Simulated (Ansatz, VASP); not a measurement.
**NaI: VASP beside Ansatz**

```xyz
2
Lattice="0.0000 3.2334 3.2495 3.2334 0.0000 3.2495 3.2334 3.2334 0.0000" Properties=species:S:1:pos:R:3 pbc="T T T"
Na    0.0000    0.0000    0.0000
I     3.2334    3.2334    3.2495
```

Change from the starting cell: z stretched by +0.5 %, x and y held, PAW files.

Alike in both runs: task single point; functional r2SCAN; k mesh 6 × 6 × 6; no spin polarisation.

|  | VASP | Ansatz |
| --- | --- | --- |
| version | VASP 6.6.1 | Ansatz 0.2.0 |
| potentials or method | VASP PAW PBE potentials, release 64 (Na_pv, I) | PAW with Ansatz's default frozen-core files, scalar-relativistic |
| plane-wave cutoff (eV) | 520 | 500 |
| occupations | gaussian, width 0.01 eV | fixed |
| valence electrons in the cell | 14 | 26 |

Ansatz gave:

* gap on the k mesh at the Fermi level (eV): 4.42
* pressure (GPa): -0.1
* traceless stress, the component that is largest in VASP (GPa): -0.09

Q: Which values does VASP return?

A: gap on the k mesh at the Fermi level (eV): 4.43; pressure (GPa): -0.2; traceless stress, the component that is largest in VASP (GPa): -0.09.

VASP's potentials were made for PBE, not for r2SCAN. VASP's potentials hold 14 valence electrons a cell and Ansatz's 26, so a difference there can come from the potentials and not from the codes.

Neither program's run includes spin-orbit coupling.
